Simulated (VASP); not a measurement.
# BiIr (F-43m) in VASP: further runs, part 2 of 2

VASP 6.6.1. Earlier steps stand in the parts before.

### 3 Single point, PBE

This run uses another cell than the first one, of 24.15 Å³/atom, 1.120 times its volume.

Input file INCAR:

```
ALGO = Normal ; EDIFF = 1E-6
ENCUT = 500 ; GGA = PE
GGA_COMPAT = F ; ISIF = 2
ISMEAR = 0 ; LASPH = T
LCHARG = F ; LREAL = F
LWAVE = F ; NBANDS = 19
NELM = 120 ; PREC = Accurate
SIGMA = 0.05
```

Input file KPOINTS:

```
k-points
0
Gamma
  10 10 10
```

Input file POSCAR:

```
BiIr
1.0
    0.0000000000      2.8903843233      2.8903843233
    2.8903843233      0.0000000000      2.8903843233
    2.8903843233      2.8903843233      0.0000000000
Ir Bi
1 1
Direct
    0.0000000000      0.0000000000      0.0000000000
    0.2500000000      0.2500000000      0.2500000000
```

Potentials or basis: VASP PAW PBE potentials, release 64 (Ir, Bi_d).

Launch:

```
$ cat potpaw_PBE.64/Ir/POTCAR potpaw_PBE.64/Bi_d/POTCAR > POTCAR
$ mpirun -np 1 vasp_std > vasp.out
```

OUTCAR:

```text
EDIFF = 1E-6
   ENCUT = 500
   GGA = PE
   ISIF = 2
   ISMEAR = 0
   LASPH = T
   LREAL = F
   NELM = 120
   PREC = Accurate

 ion  position               nearest neighbor table
   1  0.000  0.000  0.000-   2 2.50   2 2.50   2 2.50   2 2.50
   2  0.250  0.250  0.250-   1 2.50   1 2.50   1 2.50   1 2.50

  LATTYP: Found a face centered cubic cell.
 ALAT       =     5.7807686466

  Lattice vectors:

 A1 = (   0.0000000000,   2.8903843233,   2.8903843233)
 A2 = (   2.8903843233,   0.0000000000,   2.8903843233)
 A3 = (   2.8903843233,   2.8903843233,   0.0000000000)

Analysis of symmetry for initial positions (statically):
=====================================================================
 Subroutine PRICEL returns:
 Original cell was already a primitive cell.

 Routine SETGRP: Setting up the symmetry group for a
 face centered cubic supercell.

 Subroutine GETGRP returns: Found 24 space group operations
 (whereof 24 operations were pure point group operations)
 out of a pool of 48 trial point group operations.

The static configuration has the point symmetry T_d .

Analysis of symmetry for dynamics (positions and initial velocities):
=====================================================================
 Subroutine PRICEL returns:
 Original cell was already a primitive cell.

 Routine SETGRP: Setting up the symmetry group for a
 face centered cubic supercell.

 Subroutine GETGRP returns: Found 24 space group operations
 (whereof 24 operations were pure point group operations)
 out of a pool of 48 trial point group operations.

The dynamic configuration has the point symmetry T_d .

 Subroutine INISYM returns: Found 24 space group operations
 (whereof 24 operations are pure point group operations),
 and found     1 'primitive' translations

----------------------------------------------------------------------------------------

                                     Primitive cell

  volume of cell :      48.2944

[... 106 lines left out ...]
   IMIX   =      4    mixing-type and parameters
     AMIX     =   0.40;   BMIX     =  1.00
     AMIX_MAG =   1.60;   BMIX_MAG =  1.00
  volume/ion in A,a.u.               =      24.15       162.95
  Fermi-wavevector in a.u.,A,eV,Ry     =   1.296720  2.450446 22.877973  1.681484
  Thomas-Fermi vector in A             =   2.428159
   LORBIT       =      0    0 simple, 1 ext, 2 COOP (PROOUT), +10 PAW based schemes
   GGA     = PE    functional components
   LHFCALC =     F    Hartree Fock is set to
   AEXX    =    0.0000 exact exchange contribution
   IVDW    =     0    specifies the selected vdW correction
   LEPSILON=     F    determine dielectric tensor
   LRPA    =     F    only Hartree local field effects (RPA)
 non-spin polarized calculation
 Gauss-broadening in eV      SIGMA  =   0.05
  energy-cutoff  :      500.00
  volume of cell :       48.29
 maximum number of plane-waves:      1244
 NGX is ok and might be reduce to    30
   NGX = 15   NGY = 15   NGZ = 15

 number of electron      23.9999999 magnetization

 Free energy of the ion-electron system (eV)
  ---------------------------------------------------
  ext. energy  EPLUGINS =         0.00000000
  ---------------------------------------------------
  free energy    TOTEN  =       -10.84435070 eV

  energy without entropy =      -10.84236586  energy(sigma->0) =      -10.84335828

 E-fermi :   7.3091     XC(G=0): -10.8237

 val. band max:        7.2823153537   @ k =   0.4000   0.2000   0.1000
 cond. band min:       7.3631718862   @ k =  -0.3000   0.3000   0.1000
 fundamental gap:      0.0808565325
 Fermi energy:         7.3090956743

 k-point     1 :       0.0000    0.0000    0.0000
  band No.  band energies     occupation
      1     -15.5509      2.00000
      2     -15.5509      2.00000
      3     -15.5509      2.00000
      4     -15.4822      2.00000
      5     -15.4822      2.00000
      6      -5.7340      2.00000
[... 505 lines left out ...]
      6      -4.3614      2.00000
[... 11 lines left out ...]
     18      19.0547      0.00000
     19      20.3812      0.00000

 [... further k-points ...]

------------------------ aborting loop because EDIFF is reached ----------------------------------------

  FORCE on cell =-STRESS in cart. coord.  units (eV):
  Direction    XX          YY          ZZ          XY          YZ          ZX
  --------------------------------------------------------------------------------------
  -------------------------------------------------------------------------------------
  Total        7.2054517      7.2054517      7.2054517      0.0000000     -0.0000000      0.0000000
  in kB      239.0424417    239.0424417    239.0424417      0.0000000     -0.0000000      0.0000000
  external PRESSURE =     239.0424417 kB  Pullay stress =       0.0000000 kB

 VOLUME and BASIS-vectors are now :
 -----------------------------------------------------------------------------
  energy-cutoff  :      500.00
  volume of cell :       48.29
      direct lattice vectors                 reciprocal lattice vectors
     0.000000000  2.890384323  2.890384323    -0.172987376  0.172987376  0.172987376
     2.890384323  0.000000000  2.890384323     0.172987376 -0.172987376  0.172987376
     2.890384323  2.890384323  0.000000000     0.172987376  0.172987376 -0.172987376

 POSITION                                       TOTAL-FORCE (eV/Angst)
 -----------------------------------------------------------------------------------
      0.00000      0.00000      0.00000         0.000000     -0.000000     -0.000000
      1.44519      1.44519      1.44519        -0.000000      0.000000      0.000000
 -----------------------------------------------------------------------------------
    total drift:                               -0.000000     -0.000000     -0.000000

  FREE ENERGIE OF THE ION-ELECTRON SYSTEM (eV)
  ---------------------------------------------------
  free  energy   TOTEN  =       -10.8443507012 eV

  energy  without entropy=      -10.8423658617  energy(sigma->0) =      -10.84335828
```

It took 19 s on 1 thread of AMD EPYC 9R45 (Zen 5), shared host; peak memory 0.16 GiB.

What came out:

| Quantity | Value |
| --- | --- |
| Free energy | -10.8444 eV |
| Pressure | 23.9 GPa |
| Band gap on the k mesh | zero (band 12 reaches 10.51 eV, above the bottom of band 13 at 6.56 eV) |

Caveat: spin-orbit coupling is left out, which moves the levels of the heavy elements.
